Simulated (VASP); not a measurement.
A run of VASP 6.6.1 is set up as follows.

The input INCAR:

```
SYSTEM = Be
PREC = Accurate ; ENCUT = 520
EDIFF = 1E-6 ; ISMEAR = -1
SIGMA = 0.1 ; LREAL = .False.
LASPH = .True. ; NELM = 60
ALGO = Normal ; ISIF = 2
LWAVE = .False. ; LCHARG = .False.
GGA = PE ; NBANDS = 7
```

The input KPOINTS:

```
Automatic mesh
0
Gamma
  18 18 18
  0 0 0
```

POSCAR

```
Be
1.0
   -1.2756360000      1.2756360000      1.2756360000
    1.2756360000     -1.2756360000      1.2756360000
    1.2756360000      1.2756360000     -1.2756360000
Be
1
Direct
    0.0000000000      0.0000000000      0.0000000000
```

Potentials or basis: VASP PAW PBE potentials, release 64 (Be).

Launch:

```bash
$ cat potpaw_PBE.64/Be/POTCAR > POTCAR
$ mpirun -np 1 vasp_std > vasp.out
```

(1) What does it give for the pressure?

(2) Estimate the band gap on the k mesh.

Answers

(1) -6.5 GPa.

(2) zero (band 1 reaches 11.27 eV, above the bottom of band 2 at 6.18 eV).
